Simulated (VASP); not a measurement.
# TiO2 (P4_2/mnm) in VASP: settings compared, part 2 of 2

VASP 6.6.1.

### Step 5. Single point, PBE

This run uses another cell than the first one, of 9.53 Å³/atom, 0.878 times its volume.

Input file INCAR:

```
ALGO = Normal
EDIFF = 1E-7
ENCUT = 520
GGA = PE
ISIF = 2
ISMEAR = -1
LASPH = T
LCHARG = T
LELF = T
LREAL = F
LVHAR = T
LWAVE = F
NBANDS = 33
NELM = 60
PREC = Accurate
SIGMA = 0.05
```

Input file KPOINTS:

```
k-points
0
Gamma
  6 6 9
```

Input file POSCAR:

```
TiO2
1.0
    4.4416553536      0.0000000000      0.0000000000
    0.0000000000      4.4416553536      0.0000000000
    0.0000000000      0.0000000000      2.8972601496
Ti O
2 4
Direct
    0.0000000000      0.0000000000      0.5000000000
    0.5000000000      0.5000000000      0.0000000000
    0.3020713785      0.3020713785      0.5000000000
    0.1979286215      0.8020713785      0.0000000000
    0.8020713785      0.1979286215      0.0000000000
    0.6979286215      0.6979286215      0.5000000000
```

Potentials or basis: VASP PAW PBE potentials, release 64 (Ti_sv, O).

On the command line:

```sh
> cat potpaw_PBE.64/Ti_sv/POTCAR potpaw_PBE.64/O/POTCAR > POTCAR
> mpirun -np 1 vasp_std > vasp.out
```

OUTCAR:

```text
EDIFF = 1E-7
   ENCUT = 520
   GGA = PE
   ISIF = 2
   ISMEAR = -1
   LASPH = T
   LREAL = F
   NELM = 60
   PREC = Accurate

 ion  position               nearest neighbor table
   1  0.000  0.000  0.500-   3 1.90   6 1.90   5 1.91   4 1.91   4 1.91   5 1.91
   2  0.500  0.500  0.000-   4 1.90   5 1.90   3 1.91   6 1.91   3 1.91   6 1.91
   3  0.302  0.302  0.500-   1 1.90   2 1.91   2 1.91
   4  0.198  0.802  0.000-   2 1.90   1 1.91   1 1.91
   5  0.802  0.198  0.000-   2 1.90   1 1.91   1 1.91
   6  0.698  0.698  0.500-   1 1.90   2 1.91   2 1.91

  LATTYP: Found a simple tetragonal cell.
 ALAT       =     4.4416553536
 C/A-ratio  =     0.6522928771

  Lattice vectors:

 A1 = (   4.4416553536,   0.0000000000,   0.0000000000)
 A2 = (   0.0000000000,   4.4416553536,   0.0000000000)
 A3 = (   0.0000000000,   0.0000000000,   2.8972601496)

Analysis of symmetry for initial positions (statically):
=====================================================================
[... 177 lines left out ...]
  ---------------------------------------------------
  free energy    TOTEN  =       -53.07090307 eV

  energy without entropy =      -53.07090307  energy(sigma->0) =      -53.07090307

 E-fermi :   6.8073     XC(G=0): -11.9006

 val. band max:        5.8848485408   @ k =   0.0000   0.0000   0.0000
 cond. band min:       7.8454094516   @ k =   0.0000   0.0000   0.0000
 fundamental gap:      1.9605609108
 Fermi energy:         6.8073308109

 k-point     1 :       0.0000    0.0000    0.0000
  band No.  band energies     occupation
      1     -50.8330      2.00000
      2     -50.8047      2.00000
      3     -27.2438      2.00000
      4     -27.2438      2.00000
      5     -27.0059      2.00000
      6     -27.0059      2.00000
[... 853 lines left out ...]
     32      11.6869      0.00000
     33      13.1869      0.00000

 [... further k-points ...]
[... 5 lines left out ...]
  --------------------------------------------------------------------------------------
  -------------------------------------------------------------------------------------
  Total       10.9609395     10.9609395     11.0378446      0.0000000      0.0000000      0.0000000
  in kB      307.2424066    307.2424066    309.3981063      0.0000000      0.0000000      0.0000000
  external PRESSURE =     307.9609732 kB  Pullay stress =       0.0000000 kB

 VOLUME and BASIS-vectors are now :
 -----------------------------------------------------------------------------
  energy-cutoff  :      520.00
  volume of cell :       57.16
      direct lattice vectors                 reciprocal lattice vectors
     4.441655354  0.000000000  0.000000000     0.225141286  0.000000000  0.000000000
     0.000000000  4.441655354  0.000000000     0.000000000  0.225141286  0.000000000
     0.000000000  0.000000000  2.897260150     0.000000000  0.000000000  0.345153679

 POSITION                                       TOTAL-FORCE (eV/Angst)
 -----------------------------------------------------------------------------------
      0.00000      0.00000      1.44863         0.000000     -0.000000      0.000000
      2.22083      2.22083      0.00000         0.000000     -0.000000      0.000000
      1.34170      1.34170      1.44863        -0.013222     -0.013222      0.000000
      0.87913      3.56252      0.00000         0.013222     -0.013222      0.000000
      3.56252      0.87913      0.00000        -0.013222      0.013222     -0.000000
      3.09996      3.09996      1.44863         0.013222      0.013222     -0.000000
 -----------------------------------------------------------------------------------
    total drift:                               -0.000000      0.000000      0.000000

  FREE ENERGIE OF THE ION-ELECTRON SYSTEM (eV)
  ---------------------------------------------------
  free  energy   TOTEN  =       -53.0709030718 eV

  energy  without entropy=      -53.0709030717  energy(sigma->0) =      -53.07090307
```

OSZICAR:

```text
N       E                     dE             d eps       ncg     rms          rms(c)
DAV:   1     0.666165675712E+03    0.66617E+03   -0.24427E+04  3300   0.176E+03
DAV:   2     0.300451002555E+02   -0.63612E+03   -0.58790E+03  3566   0.527E+02
DAV:   3    -0.637475305261E+02   -0.93793E+02   -0.91940E+02  4532   0.193E+02
DAV:   4    -0.696578422190E+02   -0.59103E+01   -0.58986E+01  4757   0.445E+01
DAV:   5    -0.698691343002E+02   -0.21129E+00   -0.21127E+00  4388   0.701E+00    0.349E+01
DAV:   6    -0.529534139393E+02    0.16916E+02   -0.68567E+01  4366   0.920E+01    0.101E+01
DAV:   7    -0.531728423597E+02   -0.21943E+00   -0.11258E+01  4136   0.295E+01    0.103E+01
DAV:   8    -0.530557725225E+02    0.11707E+00   -0.47166E-01  4360   0.666E+00    0.643E+00
DAV:   9    -0.531106696292E+02   -0.54897E-01   -0.54281E-01  4277   0.780E+00    0.228E+00
DAV:  10    -0.530753143191E+02    0.35355E-01   -0.14992E-01  4125   0.470E+00    0.778E-01
DAV:  11    -0.530710026715E+02    0.43116E-02   -0.17972E-02  4605   0.100E+00    0.108E-01
DAV:  12    -0.530710163966E+02   -0.13725E-04   -0.49878E-04  4713   0.165E-01    0.860E-02
DAV:  13    -0.530709025097E+02    0.11389E-03   -0.31598E-04  4021   0.246E-01    0.159E-02
DAV:  14    -0.530709026133E+02   -0.10358E-06   -0.24766E-05  4683   0.440E-02    0.556E-03
DAV:  15    -0.530709030754E+02   -0.46206E-06   -0.30592E-06  4245   0.161E-02    0.516E-03
DAV:  16    -0.530709030718E+02    0.35652E-08   -0.72055E-07  3994   0.109E-02
   1 F= -.53070903E+02 E0= -.53070903E+02  d E =-.139277E-09
```

It took 2 min on 1 thread of Intel Xeon Platinum 8488C (Sapphire Rapids), shared host; peak memory 0.21 GiB.

Results:

- Free energy: -53.0709 eV
- Pressure: 30.8 GPa
- Largest force: 0.019 eV/Å
- Band gap on the k mesh: 1.96 eV, direct

Forces on the atoms (eV/Å):
```
Ti   0.000  0.000  0.000
Ti   0.000  0.000  0.000
O   -0.013 -0.013  0.000
O    0.013 -0.013  0.000
O   -0.013  0.013  0.000
O    0.013  0.013  0.000
```

Stress tensor (GPa, compression positive):
```
30.72  0.00  0.00
 0.00 30.72  0.00
 0.00  0.00 30.94
```

A k mesh can miss the band edges.

### Step 6. The runs side by side

```csv
level,cell,gap on the mesh (eV),pressure (GPa),largest force (eV/Å)
revPBE+D3(BJ),"a = 4.660, b = 4.660, c = 2.998 Å, 6 atoms",1.77,-7.8,0.12
revPBE+D3(BJ),"a = 4.690, b = 4.690, c = 3.017 Å, 6 atoms",1.72,-11.3,0.20
r2SCAN,"a = 4.596, b = 4.596, c = 2.954 Å, 6 atoms",2.23,1.3,0.04
PBE,"a = 4.442, b = 4.442, c = 2.897 Å, 6 atoms",1.96,30.8,0.02
```

Alike in all rows: task single point; potentials or basis VASP PAW PBE potentials, release 64 (Ti_sv, O); no spin polarisation; k mesh 6 × 6 × 9; cutoff (eV) 520; smearing fermi-dirac 0.05 eV.

Caveats: the PAW data sets were made with another functional, which shifts forces and pressure a little (some runs).

Total energies depend on the potentials used, so only differences within one code and one set of settings carry meaning.
